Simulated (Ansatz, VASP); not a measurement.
One calculation of HfC, two programs

The input INCAR:

```
SYSTEM = HfC
PREC = Accurate
ENCUT = 520
EDIFF = 1E-6
ISMEAR = 0
SIGMA = 0.1
LREAL = .FALSE.
LASPH = .TRUE.
NELM = 80
ALGO = Normal
ISIF = 2
LWAVE = .FALSE.
LCHARG = .TRUE.
GGA = PS
LELF = .TRUE.
LVHAR = .TRUE.
NBANDS = 22
```

File KPOINTS:

```
regular mesh
0
G
  15 15 8
  0 0 0
```

File POSCAR:

```
HfC
1.0
    3.4613706547      0.0000000000      0.0000000000
   -1.7306853273      2.9976349188      0.0000000000
    0.0000000000      0.0000000000      4.9189059513
Hf C
2 2
Direct
    0.6666666700      0.3333333300      0.7500000000
    0.3333333300      0.6666666700      0.2500000000
    0.0000000000      0.0000000000      0.0000000000
    0.0000000000      0.0000000000      0.5000000000
```

Input for Ansatz:

```yaml
crystal:
  lattice:
    - [3.4613706547, 0.0, 0.0]
    - [-1.7306853273, 2.9976349188, 0.0]
    - [0.0, 0.0, 4.9189059513]
  atoms:
    - { symbol: Hf, position: [0.66666667, 0.33333333, 0.75] }
    - { symbol: Hf, position: [0.33333333, 0.66666667, 0.25] }
    - { symbol: C, position: [0.0, 0.0, 0.0] }
    - { symbol: C, position: [0.0, 0.0, 0.5] }
basis:
  ecutwfc: 420
kpoints:
  mp_grid: { grid: [15, 15, 8] }
hamiltonian:
  xc: pbesol
scf:
  occupations: { method: gaussian, width: 0.1 }
output:
  forces: true
  stress: true
  eigenvalues: true
```

Alike in both runs: task single point; functional PBEsol; k mesh 15 × 15 × 8; occupations gaussian, width 0.1 eV; no spin polarisation.

|  | VASP | Ansatz |
| --- | --- | --- |
| version | VASP 6.6.1 | Ansatz 0.2.0 |
| potentials or method | VASP PAW PBE potentials, release 64 (Hf_pv, C), cutoff 520 eV | scalar-relativistic, plane waves, PAW |
| valence electrons in the cell | 28 | 60 |

|  | VASP | Ansatz | Ansatz less VASP |
| --- | --- | --- | --- |
| gap on the k mesh at the Fermi level (eV) | none | none | - |
| pressure (GPa) | -11.8 | -11.2 | +0.55 |
| traceless stress, the component that is largest in VASP (GPa) | 13.40 | 13.38 | -0.018 |

VASP's potentials were made for PBE, not for PBEsol. A gap of «none» marks a metal or a gap that the smearing closes. VASP's potentials hold 28 valence electrons a cell and Ansatz's 60, so a difference there can come from the potentials and not from the codes.

Spin-orbit coupling is off throughout.
